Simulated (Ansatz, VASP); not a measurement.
# Rb in VASP and in Ansatz

```
Rb
1.0
    -4.12456    2.94612    2.94612
     2.94612   -4.12456    2.94612
     2.94612    2.94612   -4.12456
Rb
1
Cartesian
  0.0000 0.0000 0.0000
```

Alike in both runs: task single point; functional PBE; k mesh 14 × 14 × 14; occupations gaussian, width 0.15 eV; no spin polarisation.

```csv
,VASP,Ansatz
version,VASP 6.6.1,Ansatz 0.2.0
potentials or method,"VASP PAW PBE potentials, release 64 (Rb_sv), cutoff 520 eV","scalar-relativistic, plane waves, PAW"
valence electrons in the cell,9,9
```

```csv
,VASP,Ansatz,Ansatz less VASP
gap on the k mesh at the Fermi level (eV),none,none,-
pressure (GPa),1.6,1.6,-0.02
"traceless stress, the component that is largest in VASP (GPa)",2.82,2.80,-0.019
```

A gap of «none» marks a metal or a gap that the smearing closes.
